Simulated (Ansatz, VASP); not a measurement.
# Two plane-wave programs on AuC18

```
C Au
1.0
     7.39800    0.00000    0.00000
    -3.69900    6.40686    0.00000
     0.00000    0.00000   11.00000
C Au
18 1
Direct
  0.00722 0.00468 0.08689
  0.22944 0.11580 0.08629
  0.00710 0.33811 0.08498
  0.22908 0.44894 0.08689
  0.00709 0.67113 0.08497
  0.22908 0.78231 0.08689
  0.34050 0.00468 0.08692
  0.56293 0.11616 0.08690
  0.34051 0.33797 0.08693
  0.56294 0.44893 0.08690
  0.33832 0.67024 0.09197
  0.56278 0.78246 0.10473
  0.67497 0.00690 0.09195
  0.89630 0.11615 0.08688
  0.67407 0.33811 0.08497
  0.89611 0.44913 0.08529
  0.67496 0.67023 0.09195
  0.89632 0.78231 0.08687
  0.56303 0.78262 0.31720
```

Alike in both runs: functional PBE; k mesh 2 × 2 × 1; occupations gaussian, width 0.02 eV; collinear spin.

Ansatz relaxed the structure, and its values are those at the end. VASP's run is a single point on that final structure, the one shown.

|  | VASP | Ansatz |
| --- | --- | --- |
| version | VASP 6.6.1 | Ansatz 0.2.0 |
| potentials or method | VASP PAW PBE potentials, release 64 (C, Au), cutoff 520 eV | scalar-relativistic, plane waves, PAW |
| valence electrons in the cell | 83 | 91 |

Ansatz gave:

```
rms of the force components (eV/Å)                            : 0.004
net moment per atom (μB)                                      : 0.05
size of the moment on the site where the two differ most (μB) : 0.14
```

Question: Which values does VASP return?

Answer: rms of the force components (eV/Å): 0.041; net moment per atom (μB): 0.00; size of the moment on the site where the two differ most (μB): 0.00.

Site moments also hang on the region over which each program counts them. VASP's potentials hold 83 valence electrons a cell and Ansatz's 91, so a difference there can come from the potentials and not from the codes.

The k mesh is coarse, so the values compare programs but aren't converged. Neither program's run includes spin-orbit coupling.
